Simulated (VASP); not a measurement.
# Dy5C (Cmmm) in VASP: single point with PBE

Aim: the single point of Dy5C with PBE.

Everything below comes from runs of VASP 6.6.1. Logs are shortened: lines on timing, memory, paths and dates and some standing lists are left out, and cuts for length are marked.

## (1) The cell of the first run

The structure is orthorhombic, space group Cmmm (No. 65). Conventional cell: a = 5.606 Å, b = 16.794 Å, c = 3.380 Å, α = 90.00°, β = 90.00°, γ = 90.00°. Within 3.8 Å of Dy (site symmetry m2m) lie 2 C at 2.43 Å and 11 Dy at 3.30 to 3.78 Å. Dy (site symmetry m2m) has 12 Dy at 3.37 to 3.78 Å and 2 C at 4.30 Å within 4.4 Å. Within 4.3 Å of Dy (site symmetry mmm) lie 4 C at 3.27 Å and 10 Dy at 3.30 to 3.68 Å. C (site symmetry mmm) has 8 Dy at 2.43 to 3.27 Å and 2 C at 3.38 Å within 3.4 Å.

The cell was built from a structure type or drawn by symmetry, and may not be a known phase.

## (2) Single point, PBE

File INCAR:

```
SYSTEM = Dy5C
  PREC = Accurate
  ENCUT = 600
  EDIFF = 1E-6
  ISMEAR = 0
  SIGMA = 0.1
  LREAL = .FALSE.
  LASPH = .TRUE.
  NELM = 200
  ALGO = Normal
  ISIF = 2
  LWAVE = .FALSE.
  LCHARG = .FALSE.
  GGA = PE
  NBANDS = 34
  GGA_COMPAT = .FALSE.
  LMAXMIX = 6
```

File KPOINTS:

```
regular mesh
0
G
  6 6 10
  0 0 0
```

File POSCAR:

```
Dy5C
1.0
    2.8029550311     -8.3969980017      0.0000000000
    2.8029550311      8.3969980017      0.0000000000
    0.0000000000      0.0000000000      3.3796963992
Dy C
5 1
Direct
    0.1038363089      0.8961636911      0.5000000000
    0.6945334174      0.3054665826      0.0000000000
    0.8961636911      0.1038363089      0.5000000000
    0.3054665826      0.6945334174      0.0000000000
    0.5000000000      0.5000000000      0.5000000000
    0.0000000000      0.0000000000      0.0000000000
```

Potentials or basis: VASP PAW PBE potentials, release 64 (Dy_3, C), 4f in core.

Launch:

```console
cat potpaw_PBE.64/Dy_3/POTCAR potpaw_PBE.64/C/POTCAR > POTCAR
mpirun -np 1 vasp_std > vasp.out
```

OUTCAR:

```text
SYSTEM = Dy5C
   PREC = Accurate
   ENCUT = 600
   EDIFF = 1E-6
   ISMEAR = 0
   LREAL = .FALSE.
   LASPH = .TRUE.
   NELM = 200
   ISIF = 2
   GGA = PE

 ion  position               nearest neighbor table
   1  0.104  0.896  0.500-   6 2.43   6 2.43   5 3.30   5 3.30   3 3.49   2 3.61   2 3.61   2 3.61
                             2 3.61   4 3.78   4 3.78
   2  0.695  0.305  0.000-   4 3.37   4 3.37   1 3.61   1 3.61   1 3.61   1 3.61   5 3.68   5 3.68
                             3 3.78   3 3.78
   3  0.896  0.104  0.500-   6 2.43   6 2.43   5 3.30   5 3.30   1 3.49   4 3.61   4 3.61   4 3.61
                             4 3.61   2 3.78   2 3.78
   4  0.305  0.695  0.000-   2 3.37   2 3.37   3 3.61   3 3.61   3 3.61   3 3.61   5 3.68   5 3.68
                             1 3.78   1 3.78
   5  0.500  0.500  0.500-   1 3.30   3 3.30   1 3.30   3 3.30   2 3.68   4 3.68   2 3.68   4 3.68

   6  0.000  0.000  0.000-   1 2.43   3 2.43   1 2.43   3 2.43

  LATTYP: Found a base centered orthorhombic cell.
 ALAT       =     5.6059100622
 B/A-ratio  =     2.9957662212
 C/A-ratio  =     0.6028809527

  Lattice vectors:

 A1 = (   2.8029550311,  -8.3969980017,   0.0000000000)
 A2 = (   2.8029550311,   8.3969980017,   0.0000000000)
 A3 = (   0.0000000000,   0.0000000000,   3.3796963992)

Analysis of symmetry for initial positions (statically):
=====================================================================
 Subroutine PRICEL returns:
 Original cell was already a primitive cell.

 Routine SETGRP: Setting up the symmetry group for a
 base centered orthorhombic supercell.

 Subroutine GETGRP returns: Found  8 space group operations
 (whereof  8 operations were pure point group operations)
 out of a pool of  8 trial point group operations.

The static configuration has the point symmetry D_2h.

Analysis of symmetry for dynamics (positions and initial velocities):
=====================================================================
 Subroutine PRICEL returns:
 Original cell was already a primitive cell.

 Routine SETGRP: Setting up the symmetry group for a
 base centered orthorhombic supercell.

 Subroutine GETGRP returns: Found  8 space group operations
 (whereof  8 operations were pure point group operations)
 out of a pool of  8 trial point group operations.

The dynamic configuration has the point symmetry D_2h.

 Subroutine INISYM returns: Found  8 space group operations
 (whereof  8 operations are pure point group operations),
 and found     1 'primitive' translations

----------------------------------------------------------------------------------------

                                     Primitive cell

  volume of cell :     159.0918

  direct lattice vectors                    reciprocal lattice vectors
     2.802955031 -8.396998002  0.000000000     0.178383169 -0.059545090  0.000000000
     2.802955031  8.396998002  0.000000000     0.178383169  0.059545090  0.000000000
     0.000000000  0.000000000  3.379696399     0.000000000  0.000000000  0.295884565

  length of vectors
     8.852464761  8.852464761  3.379696399     0.188058960  0.188058960  0.295884565

  position of ions in fractional coordinates (direct lattice)
     0.103836309  0.896163691  0.500000000
     0.694533417  0.305466583  0.000000000
     0.896163691  0.103836309  0.500000000
     0.305466583  0.694533417  0.000000000
     0.500000000  0.500000000  0.500000000
     0.000000000  0.000000000  0.000000000

  ion indices of the primitive-cell ions
   primitive index   ion index
                 1           1
                 2           2
                 3           3
                 4           4
                 5           5
                 6           6

----------------------------------------------------------------------------------------

 KPOINTS: regular mesh

Automatic generation of k-mesh.
 Grid dimensions read from file:
 generate k-points for:    6    6   10

 Generating k-lattice:

  Cartesian coordinates                     Fractional coordinates (reciprocal lattice)
     0.029730528 -0.009924182  0.000000000     0.166666667  0.000000000  0.000000000
     0.029730528  0.009924182  0.000000000     0.000000000  0.166666667  0.000000000
     0.000000000  0.000000000  0.029588457     0.000000000  0.000000000  0.100000000

  Length of vectors
     0.031343160  0.031343160  0.029588457

  Shift w.r.t. Gamma in fractional coordinates (k-lattice)
     0.000000000  0.000000000  0.000000000

 Subroutine IBZKPT returns following result:
 ===========================================

 Found     78 irreducible k-points:

 Following reciprocal coordinates:
            Coordinates               Weight
  0.000000  0.000000  0.000000      1.000000
  0.166667 -0.000000  0.000000      4.000000
  0.333333 -0.000000  0.000000      4.000000
  0.500000 -0.000000  0.000000      2.000000
  0.166667  0.166667  0.000000      2.000000
  0.333333  0.166667  0.000000      4.000000
[... 16 lines left out ...]
  0.333333  0.333333  0.100000      4.000000
  0.500000  0.333333  0.100000      8.000000
 [... further k-points ...]
   k-points           NKPTS =     78   k-points in BZ     NKDIM =     78   number of bands    NBANDS=     34
   number of dos      NEDOS =    301   number of ions     NIONS =      6
   total plane-waves  NPLWV = 145152
   dimension x,y,z NGX =    72 NGY =   72 NGZ =   28
   dimension x,y,z NGXF=   144 NGYF=  144 NGZF=   56
   ions per type =               5   1
   NGX,Y,Z   is equivalent  to a cutoff of  13.52, 13.52, 13.77 a.u.
   NGXF,Y,Z  is equivalent  to a cutoff of  27.04, 27.04, 27.55 a.u.
 SYSTEM =  Dy5C
   PREC   = accura    normal or accurate (medium, high low for compatibility)
   ISTART =      0    job   : 0-new  1-cont  2-samecut
   ICHARG =      2    charge: 1-file 2-atom 10-const
   ISPIN  =      1    spin polarized calculation?
   LNONCOLLINEAR =      F non collinear calculations
   LSORBIT =      F    spin-orbit coupling
   LASPH  =      T    aspherical Exc in radial PAW
   ENCUT  =  600.0 eV  44.10 Ry    6.64 a.u.  17.68 17.68  6.75*2*pi/ulx,y,z
   NELM   =    200;   NELMIN=  2; NELMDL= -5     # of ELM steps
   EDIFF  = 0.1E-05   stopping-criterion for ELM
   LREAL  =      F    real-space projection
   EDIFFG = 0.1E-04   stopping-criterion for IOM
   NSW    =      0    number of steps for IOM
   IBRION =     -1    ionic relax: 0-MD 1-quasi-New 2-CG
   NFREE  =      0    steps in history (QN), initial steepest desc. (CG)
   ISIF   =      2    stress and relaxation
   ISYM   =      2    0-nonsym 1-usesym 2-fastsym
   POTIM  = 0.5000    time-step for ionic-motion
   TEBEG  =    0.0;   TEEND  =   0.0 temperature during run
   PSTRESS=    0.0 pullay stress
   NELECT =      49.0000    total number of electrons
   NUPDOWN=      -1.0000    fix difference up-down
   EMIN   =  10.00;   EMAX   =-10.00  energy-range for DOS
   EFERMI =   0.00;   METHOD = LEGACY
   ISMEAR =     0;   SIGMA  =   0.10  broadening in eV -4-tet -1-fermi 0-gaus
   EFERMI_NEDOS =   21; number of points for ismear=-14 and -15
   IALGO  =     38    algorithm
   IMIX   =      4    mixing-type and parameters
     AMIX     =   0.40;   BMIX     =  1.00
     AMIX_MAG =   1.60;   BMIX_MAG =  1.00
  volume/ion in A,a.u.               =      26.52       178.93
  Fermi-wavevector in a.u.,A,eV,Ry     =   1.105582  2.089247 16.630554  1.222311
  Thomas-Fermi vector in A             =   2.242071
   LORBIT       =      0    0 simple, 1 ext, 2 COOP (PROOUT), +10 PAW based schemes
   GGA     = PE    functional components
   LHFCALC =     F    Hartree Fock is set to
   AEXX    =    0.0000 exact exchange contribution
   IVDW    =     0    specifies the selected vdW correction
   LEPSILON=     F    determine dielectric tensor
   LRPA    =     F    only Hartree local field effects (RPA)
 non-spin polarized calculation
 Gauss-broadening in eV      SIGMA  =   0.10
  energy-cutoff  :      600.00
  volume of cell :      159.09
 maximum number of plane-waves:      5362
   NGX = 35   NGY = 35   NGZ = 13

 number of electron      48.9999997 magnetization

 Free energy of the ion-electron system (eV)
  ---------------------------------------------------
  ext. energy  EPLUGINS =         0.00000000
  ---------------------------------------------------
  free energy    TOTEN  =       -30.85486232 eV

  energy without entropy =      -30.81674590  energy(sigma->0) =      -30.83580411

 E-fermi :   3.4077     XC(G=0): -10.0806

 val. band max:        3.3998947329   @ k =   0.5000   0.1667   0.3000
 cond. band min:       3.4088531836   @ k =  -0.3333   0.1667   0.3000
 fundamental gap:      0.0089584507
 Fermi energy:         3.4077335184

 k-point     1 :       0.0000    0.0000    0.0000
  band No.  band energies     occupation
      1     -20.4151      2.00000
      2     -20.2128      2.00000
      3     -20.1555      2.00000
      4     -19.9914      2.00000
      5     -19.9756      2.00000
      6     -19.8121      2.00000
[... 26 lines left out ...]
     33       6.2013      0.00000
     34       6.2760      0.00000

 k-point     2 :       0.1667   -0.0000    0.0000
  band No.  band energies     occupation
      1     -20.4042      2.00000
      2     -20.2340      2.00000
      3     -20.1411      2.00000
      4     -20.0020      2.00000
      5     -19.9908      2.00000
      6     -19.8040      2.00000
[... 26 lines left out ...]
     33       6.2264      0.00000
     34       6.3018      0.00000

 k-point     3 :       0.3333   -0.0000    0.0000
  band No.  band energies     occupation
      1     -20.3817      2.00000
      2     -20.2775      2.00000
      3     -20.1083      2.00000
      4     -20.0396      2.00000
      5     -19.9896      2.00000
      6     -19.7878      2.00000
[... 26 lines left out ...]
     33       6.1997      0.00000
     34       6.4477      0.00000
[... 704 lines left out ...]
 k-point    23 :       0.3333    0.3333    0.1000
  band No.  band energies     occupation
      1     -20.3759      2.00000
      2     -20.2821      2.00000
      3     -20.1138      2.00000
      4     -20.0433      2.00000
      5     -19.9728      2.00000
      6     -19.8225      2.00000
[... 26 lines left out ...]
     33       6.0285      0.00000
     34       6.6579      0.00000

 k-point    24 :       0.5000    0.3333    0.1000
  band No.  band energies     occupation
      1     -20.4009      2.00000
      2     -20.2476      2.00000
      3     -20.1272      2.00000
      4     -20.0473      2.00000
      5     -19.9284      2.00000
      6     -19.8378      2.00000
[... 26 lines left out ...]
     33       5.7725      0.00000
     34       6.2764      0.00000

 [... further k-points ...]

------------------------ aborting loop because EDIFF is reached ----------------------------------------

  FORCE on cell =-STRESS in cart. coord.  units (eV):
  Direction    XX          YY          ZZ          XY          YZ          ZX
  --------------------------------------------------------------------------------------
  -------------------------------------------------------------------------------------
  Total        0.3039100      0.5567111      0.4602361      0.0000000      0.0000000      0.0000000
  in kB        3.0606081      5.6065099      4.6349328      0.0000000      0.0000000      0.0000000
  external PRESSURE =       4.4340169 kB  Pullay stress =       0.0000000 kB

 VOLUME and BASIS-vectors are now :
 -----------------------------------------------------------------------------
  energy-cutoff  :      600.00
  volume of cell :      159.09
      direct lattice vectors                 reciprocal lattice vectors
     2.802955031 -8.396998002  0.000000000     0.178383169 -0.059545090  0.000000000
     2.802955031  8.396998002  0.000000000     0.178383169  0.059545090  0.000000000
     0.000000000  0.000000000  3.379696399     0.000000000  0.000000000  0.295884565

 POSITION                                       TOTAL-FORCE (eV/Angst)
 -----------------------------------------------------------------------------------
      2.80296      6.65317      1.68985         0.000000     -0.048267      0.000000
      2.80296     -3.26699      0.00000         0.000000     -0.011728     -0.000000
      2.80296     -6.65317      1.68985         0.000000      0.048267     -0.000000
      2.80296      3.26699      0.00000         0.000000      0.011728      0.000000
      2.80296      0.00000      1.68985        -0.000000      0.000000     -0.000000
      0.00000      0.00000      0.00000         0.000000      0.000000     -0.000000
 -----------------------------------------------------------------------------------
    total drift:                               -0.000000     -0.000000      0.000000

  FREE ENERGIE OF THE ION-ELECTRON SYSTEM (eV)
  ---------------------------------------------------
  free  energy   TOTEN  =       -30.8548623171 eV

  energy  without entropy=      -30.8167459036  energy(sigma->0) =      -30.83580411
```

It took 7 min on 1 thread of AMD EPYC 9R45 (Zen 5), shared host; peak memory 0.61 GiB.

Results:

| Quantity | Value |
| --- | --- |
| Free energy | -30.8549 eV |
| Pressure | 0.4 GPa |
| Largest force | 0.048 eV/Å |
| Band gap on the k mesh | zero (an odd number of electrons rules out a gap without spin polarisation) |

Forces on the atoms (eV/Å):
```
Dy   0.000 -0.048  0.000
Dy   0.000 -0.012  0.000
Dy   0.000  0.048  0.000
Dy   0.000  0.012  0.000
Dy   0.000  0.000  0.000
C    0.000  0.000  0.000
```

Stress tensor (GPa, compression positive):
```
0.31 0.00 0.00
0.00 0.56 0.00
0.00 0.00 0.46
```

Caveat: spin-orbit coupling is left out, which moves the levels of the heavy elements; the 4f electrons are frozen in the core, so they carry no moment and show no levels.
